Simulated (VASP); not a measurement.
# SrO in VASP: further runs

The runs below take SrO through single point, with HSE06, PBE, r2SCAN.

Program: VASP 6.6.1. These are calculated values, not measurements. Logs are shortened: lines on timing, memory, paths and dates and some standing lists are left out, and cuts for length are marked.

## 1. The cell of the first run

It takes space group I4/mmm (No. 139, tetragonal). The conventional cell has a = 3.649 Å, b = 3.649 Å, c = 4.993 Å, α = 90.00°, β = 90.00°, γ = 90.00°. Within 3.3 Å of Sr (site symmetry 4/mmm) lie 6 O at 2.50 to 2.58 Å. Within 3.3 Å of O (site symmetry 4/mmm) lie 6 Sr at 2.50 to 2.58 Å.

## 2. Single point, HSE06 (uniaxial y strain -3.2%)

POSCAR

```
SrO
1.0
    0.0000000000      2.4963041928      2.5798927168
    2.5798927168      0.0000000000      2.5798927168
    2.5798927168      2.4963041928      0.0000000000
Sr O
1 1
Direct
    0.5000000000      0.5000000000      0.5000000000
    0.0000000000      0.0000000000      0.0000000000
```

INCAR.step1

```
SYSTEM = SrO
ALGO = Normal
EDIFF = 1E-5
ENCUT = 520
GGA = PE
ISIF = 2
ISMEAR = 0
LASPH = .TRUE.
LCHARG = .FALSE.
LREAL = .FALSE.
LWAVE = .TRUE.
NBANDS = 15
NELM = 100
PREC = Accurate
SIGMA = 0.01
```

INCAR.step2

```
SYSTEM = SrO
ALGO = Normal
EDIFF = 1E-7
ENCUT = 520
GGA = PE
HFSCREEN = 0.2079
ISIF = 2
ISMEAR = 0
ISTART = 1
LASPH = .TRUE.
LCHARG = .FALSE.
LHFCALC = .TRUE.
LREAL = .FALSE.
LWAVE = .FALSE.
NBANDS = 15
NELM = 100
PREC = Accurate
PRECFOCK = Normal
SIGMA = 0.01
```

KPOINTS

```
k-points
0
G
  6 6 6
  0 0 0
```

Potentials or basis: VASP PAW PBE potentials, release 64 (Sr_sv, O).

Started as:

```bash
> cat potpaw_PBE.64/Sr_sv/POTCAR potpaw_PBE.64/O/POTCAR > POTCAR
> cp INCAR.step1 INCAR
> mpirun -np 1 vasp_std > vasp.out
> cp INCAR.step2 INCAR
> mpirun -np 1 vasp_std > vasp.out
```

OUTCAR:

```text
SYSTEM = SrO
   EDIFF = 1E-7
   ENCUT = 520
   GGA = PE
   HFSCREEN = 0.2079
   ISIF = 2
   ISMEAR = 0
   ISTART = 1
   LASPH = .TRUE.
   LHFCALC = .TRUE.
   LREAL = .FALSE.
   NELM = 100
   PREC = Accurate
   PRECFOCK = Normal

 ion  position               nearest neighbor table
   1  0.500  0.500  0.500-   2 2.50   2 2.50   2 2.58   2 2.58   2 2.58   2 2.58
   2  0.000  0.000  0.000-   1 2.50   1 2.50   1 2.58   1 2.58   1 2.58   1 2.58

  LATTYP: Found a body centered tetragonal cell.
 ALAT       =     3.6485192696
 C/A-ratio  =     1.3683930430

  Lattice vectors:

 A1 = (   0.0000000000,  -2.4963041928,   2.5798927168)
 A2 = (   0.0000000000,  -2.4963041928,  -2.5798927168)
 A3 = (   2.5798927168,   2.4963041928,   0.0000000000)

Analysis of symmetry for initial positions (statically):
=====================================================================
 Subroutine PRICEL returns:
 Original cell was already a primitive cell.

 Routine SETGRP: Setting up the symmetry group for a
 body centered tetragonal supercell.

 Subroutine GETGRP returns: Found 16 space group operations
 (whereof 16 operations were pure point group operations)
 out of a pool of 16 trial point group operations.

The static configuration has the point symmetry D_4h.

Analysis of symmetry for dynamics (positions and initial velocities):
=====================================================================
 Subroutine PRICEL returns:
 Original cell was already a primitive cell.

 Routine SETGRP: Setting up the symmetry group for a
 body centered tetragonal supercell.

 Subroutine GETGRP returns: Found 16 space group operations
 (whereof 16 operations were pure point group operations)
 out of a pool of 16 trial point group operations.

The dynamic configuration has the point symmetry D_4h.

 Subroutine INISYM returns: Found 16 space group operations
 (whereof 16 operations are pure point group operations),
 and found     1 'primitive' translations

----------------------------------------------------------------------------------------

                                     Primitive cell

  volume of cell :      33.2300

  direct lattice vectors                    reciprocal lattice vectors
     0.000000000  2.496304193  2.579892717    -0.193806509  0.200296102  0.193806509
     2.579892717  0.000000000  2.579892717     0.193806509 -0.200296102  0.193806509
     2.579892717  2.496304193  0.000000000     0.193806509  0.200296102 -0.193806509

  length of vectors
     3.589899867  3.648519270  3.589899867     0.339470844  0.339470844  0.339470844

  position of ions in fractional coordinates (direct lattice)
     0.500000000  0.500000000  0.500000000
     0.000000000  0.000000000  0.000000000

  ion indices of the primitive-cell ions
   primitive index   ion index
                 1           1
                 2           2

----------------------------------------------------------------------------------------

 KPOINTS: k-points

Automatic generation of k-mesh.
 Grid dimensions read from file:
 generate k-points for:    6    6    6

 Generating k-lattice:

  Cartesian coordinates                     Fractional coordinates (reciprocal lattice)
    -0.032301085  0.033382684  0.032301085     0.166666667  0.000000000 -0.000000000
     0.032301085 -0.033382684  0.032301085     0.000000000  0.166666667  0.000000000
     0.032301085  0.033382684 -0.032301085    -0.000000000  0.000000000  0.166666667

  Length of vectors
     0.056578474  0.056578474  0.056578474

  Shift w.r.t. Gamma in fractional coordinates (k-lattice)
     0.000000000  0.000000000  0.000000000

 Subroutine IBZKPT returns following result:
 ===========================================

 Found     30 irreducible k-points:

 Following reciprocal coordinates:
            Coordinates               Weight
  0.000000  0.000000  0.000000      1.000000
  0.166667  0.000000  0.000000      8.000000
  0.333333  0.000000  0.000000      8.000000
  0.500000  0.000000  0.000000      4.000000
  0.166667  0.166667  0.000000      4.000000
  0.333333  0.166667  0.000000     16.000000
[... 16 lines left out ...]
  0.333333 -0.333333  0.166667     16.000000
  0.500000 -0.333333  0.166667      4.000000
 [... further k-points ...]
   k-points           NKPTS =     30   k-points in BZ     NKDIM =    216   number of bands    NBANDS=     15
   number of dos      NEDOS =    301   number of ions     NIONS =      2
   total plane-waves  NPLWV =  21952
   dimension x,y,z NGX =    28 NGY =   28 NGZ =   28
   dimension x,y,z NGXF=    56 NGYF=   56 NGZF=   56
   ions per type =               1   1
   NGX,Y,Z   is equivalent  to a cutoff of  12.97, 12.76, 12.97 a.u.
   NGXF,Y,Z  is equivalent  to a cutoff of  25.93, 25.52, 25.93 a.u.
 SYSTEM =  SrO
   PREC   = accura    normal or accurate (medium, high low for compatibility)
   ISTART =      1    job   : 0-new  1-cont  2-samecut
   ICHARG =      0    charge: 1-file 2-atom 10-const
   ISPIN  =      1    spin polarized calculation?
   LNONCOLLINEAR =      F non collinear calculations
   LSORBIT =      F    spin-orbit coupling
   LASPH  =      T    aspherical Exc in radial PAW
   ENCUT  =  520.0 eV  38.22 Ry    6.18 a.u.   6.67  6.78  6.67*2*pi/ulx,y,z
   NELM   =    100;   NELMIN=  2; NELMDL=  0     # of ELM steps
   EDIFF  = 0.1E-06   stopping-criterion for ELM
   LREAL  =      F    real-space projection
   EDIFFG = 0.1E-05   stopping-criterion for IOM
   NSW    =      0    number of steps for IOM
   IBRION =     -1    ionic relax: 0-MD 1-quasi-New 2-CG
   NFREE  =      0    steps in history (QN), initial steepest desc. (CG)
   ISIF   =      2    stress and relaxation
   ISYM   =      3    0-nonsym 1-usesym 2-fastsym
   POTIM  = 0.5000    time-step for ionic-motion
   TEBEG  =    0.0;   TEEND  =   0.0 temperature during run
   PSTRESS=    0.0 pullay stress
   NELECT =      16.0000    total number of electrons
   NUPDOWN=      -1.0000    fix difference up-down
   EMIN   =  10.00;   EMAX   =-10.00  energy-range for DOS
   EFERMI =   0.00;   METHOD = LEGACY
   ISMEAR =     0;   SIGMA  =   0.01  broadening in eV -4-tet -1-fermi 0-gaus
   EFERMI_NEDOS =   21; number of points for ismear=-14 and -15
   IALGO  =     38    algorithm
   IMIX   =      1    mixing-type and parameters
     AMIX     =   0.40;   BMIX     =  1.00
     AMIX_MAG =   1.60;   BMIX_MAG =  1.00
  volume/ion in A,a.u.               =      16.62       112.12
  Fermi-wavevector in a.u.,A,eV,Ry     =   1.283132  2.424767 22.400998  1.646427
  Thomas-Fermi vector in A             =   2.415402
   LORBIT       =      0    0 simple, 1 ext, 2 COOP (PROOUT), +10 PAW based schemes
   GGA     = PE    functional components
   LHFCALC =     T    Hartree Fock is set to
   PRECFOCK=normal    Normal, Fast or Accurate (Low or Medium for compatibility)
   ENCUT4O =  -1.0   cutoff for four orbital integrals eV
   NKREDX  =     1    reduce k-point grid by
   NKREDY  =     1    reduce k-point grid by
   NKREDZ  =     1    reduce k-point grid by
   AEXX    =    0.2500 exact exchange contribution
   HFSCREEN=    0.2079 screening length (either q_TF or 0.3 A-1)
   HFSCREENC=   0.2079 screening length for correlation (either q_TF or 0.3 A-1)
   ENCUTFOCK=  -1.0 apply spherical cutoff to Coloumb kernel
   IVDW    =     0    specifies the selected vdW correction
   LEPSILON=     F    determine dielectric tensor
   LRPA    =     F    only Hartree local field effects (RPA)
 non-spin polarized calculation
 Gauss-broadening in eV      SIGMA  =   0.01
  energy-cutoff  :      520.00
  volume of cell :       33.23
 maximum number of plane-waves:       925
  NGX = 24; NGY = 24; NGZ = 24

 number of electron      15.9999995 magnetization

 Free energy of the ion-electron system (eV)
  ---------------------------------------------------
  ext. energy  EPLUGINS =         0.00000000
  ---------------------------------------------------
  free energy    TOTEN  =       -14.15814801 eV

  energy without entropy =      -14.15814801  energy(sigma->0) =      -14.15814801

 E-fermi :   0.8976     XC(G=0):  -8.3475

 val. band max:        0.7719971719   @ k =   0.0000   0.0000   0.0000
 cond. band min:       5.3454904138   @ k =   0.5000   0.0000   0.5000
 fundamental gap:      4.5734932419
 Fermi energy:         0.8975946029

 k-point     1 :       0.0000    0.0000    0.0000
  band No.  band energies     occupation
      1     -33.5421      2.00000
      2     -15.8956      2.00000
      3     -13.8687      2.00000
      4     -13.8687      2.00000
      5     -13.8636      2.00000
      6       0.6637      2.00000
      7       0.6637      2.00000
      8       0.7720      2.00000
      9       6.3151      0.00000
     10       8.5484      0.00000
     11       8.5484      0.00000
     12       8.8090      0.00000
     13      10.6964      0.00000
     14      11.2106      0.00000
     15      15.1202      0.00000

 k-point     2 :       0.1667    0.0000    0.0000
  band No.  band energies     occupation
      1     -33.5014      2.00000
      2     -16.3417      2.00000
      3     -13.8973      2.00000
      4     -13.8796      2.00000
      5     -13.5053      2.00000
      6      -0.0380      2.00000
      7       0.3208      2.00000
      8       0.3668      2.00000
      9       7.4996      0.00000
     10       8.3997      0.00000
     11       9.1499      0.00000
     12       9.2833      0.00000
     13      11.4584      0.00000
     14      12.0049      0.00000
     15      16.9081      0.00000
[... 365 lines left out ...]
      3     -14.4832      2.00000
      4     -14.3168      2.00000
      5     -13.4146      2.00000
      6      -0.7047      2.00000
      7      -0.0113      2.00000
      8       0.1272      2.00000
      9       8.5298      0.00000
     10       8.6892      0.00000
     11      11.7846      0.00000
     12      12.9490      0.00000
     13      14.2650      0.00000
     14      15.9657      0.00000
     15      16.6427      0.00000

 k-point    24 :       0.5000   -0.3333    0.1667
  band No.  band energies     occupation
      1     -33.3304      2.00000
      2     -16.2868      2.00000
      3     -14.8121      2.00000
      4     -14.4719      2.00000
      5     -13.6515      2.00000
      6      -0.2549      2.00000
      7       0.1805      2.00000
      8       0.4974      2.00000
      9       6.9061      0.00000
     10       9.9488      0.00000
     11      11.2467      0.00000
     12      13.7288      0.00000
     13      14.1271      0.00000
     14      15.8774      0.00000
     15      16.3968      0.00000

 [... further k-points ...]

------------------------ aborting loop because EDIFF is reached ----------------------------------------

  FORCE on cell =-STRESS in cart. coord.  units (eV):
  Direction    XX          YY          ZZ          XY          YZ          ZX
  --------------------------------------------------------------------------------------
  -------------------------------------------------------------------------------------
  Total        0.4084590      1.5344347      0.4084590      0.0000000      0.0000000      0.0000000
  in kB       19.6937448     73.9823639     19.6937448      0.0000000      0.0000000      0.0000000
  external PRESSURE =      37.7899512 kB  Pullay stress =       0.0000000 kB

 VOLUME and BASIS-vectors are now :
 -----------------------------------------------------------------------------
  energy-cutoff  :      520.00
  volume of cell :       33.23
      direct lattice vectors                 reciprocal lattice vectors
     0.000000000  2.496304193  2.579892717    -0.193806509  0.200296102  0.193806509
     2.579892717  0.000000000  2.579892717     0.193806509 -0.200296102  0.193806509
     2.579892717  2.496304193  0.000000000     0.193806509  0.200296102 -0.193806509

 POSITION                                       TOTAL-FORCE (eV/Angst)
 -----------------------------------------------------------------------------------
      2.57989      2.49630      2.57989        -0.000000      0.000000      0.000000
      0.00000      0.00000      0.00000         0.000000     -0.000000      0.000000
 -----------------------------------------------------------------------------------
    total drift:                                0.000000     -0.000000     -0.000000

  FREE ENERGIE OF THE ION-ELECTRON SYSTEM (eV)
  ---------------------------------------------------
  free  energy   TOTEN  =       -14.1581480137 eV

  energy  without entropy=      -14.1581480137  energy(sigma->0) =      -14.15814801
```

Run time: 1.7 h. Hardware: 1 thread of AMD EPYC 7R43 (Zen 3), shared host; peak memory 0.25 GiB.

What came out:

| Quantity | Value |
| --- | --- |
| Free energy | -14.1581 eV |
| Pressure | 3.8 GPa |
| Band gap on the k mesh | 4.57 eV (least direct gap 4.77 eV) |

Stress tensor (GPa, compression positive):
```
1.97 0.00 0.00
0.00 7.40 0.00
0.00 0.00 1.97
```

Caveat: the cell differs from its parent crystal (uniaxial y strain -3.2%); the cell stands under pressure; the PAW data sets were made with another functional, which shifts forces and pressure a little.

## 3. Single point, PBE

This run uses another cell than the first one, of 17.17 Å³/atom.

INCAR

```
SYSTEM = SrO
ALGO = Normal ; EDIFF = 1E-6
ENCUT = 520 ; GGA = PE
ISIF = 2 ; ISMEAR = -1
LASPH = .TRUE. ; LCHARG = .FALSE.
LREAL = .FALSE. ; LWAVE = .FALSE.
NBANDS = 15 ; NELM = 60
PREC = Accurate ; SIGMA = 0.02
```

KPOINTS

```
k-points
0
G
  8 8 8
  0 0 0
```

POSCAR

```
SrO
1.0
    0.0000000000      2.5798927168      2.5798927168
    2.5798927168      0.0000000000      2.5798927168
    2.5798927168      2.5798927168      0.0000000000
Sr O
1 1
Direct
    0.5000000000      0.5000000000      0.5000000000
    0.0000000000      0.0000000000      0.0000000000
```

Potentials or basis: VASP PAW PBE potentials, release 64 (Sr_sv, O).

Started as:

```bash
> cat potpaw_PBE.64/Sr_sv/POTCAR potpaw_PBE.64/O/POTCAR > POTCAR
> mpirun -np 1 vasp_std > vasp.out
```

Wall time 25 s (1 thread of Intel Xeon 8259CL, shared host); peak memory 0.16 GiB.

Results (log left out):

| Property | Result |
| --- | --- |
| Free energy | -12.0479 eV |
| Pressure | 2.4 GPa |
| Band gap on the k mesh | 3.27 eV (least direct gap 3.37 eV) |

Levels at points of the mesh, in eV from the valence-band top:
| k point | band 5 | band 6 | band 7 | band 8 | band 9 | band 10 | band 11 | band 12 |
| --- | --- | --- | --- | --- | --- | --- | --- | --- |
| (0.00, 0.00, 0.00) | -14.07 | 0.00 | 0.00 | 0.00 | 3.91 | 6.19 | 6.19 | 6.19 |
| (0.50, 0.00, 0.00) | -12.89 | -2.15 | -1.12 | -1.12 | 6.51 | 8.37 | 8.79 | 8.79 |
| (0.50, 0.50, 0.00) | -14.43 | -0.45 | -0.09 | -0.09 | 3.27 | 7.73 | 10.11 | 10.29 |

(Part 1 of 3 ends here.)
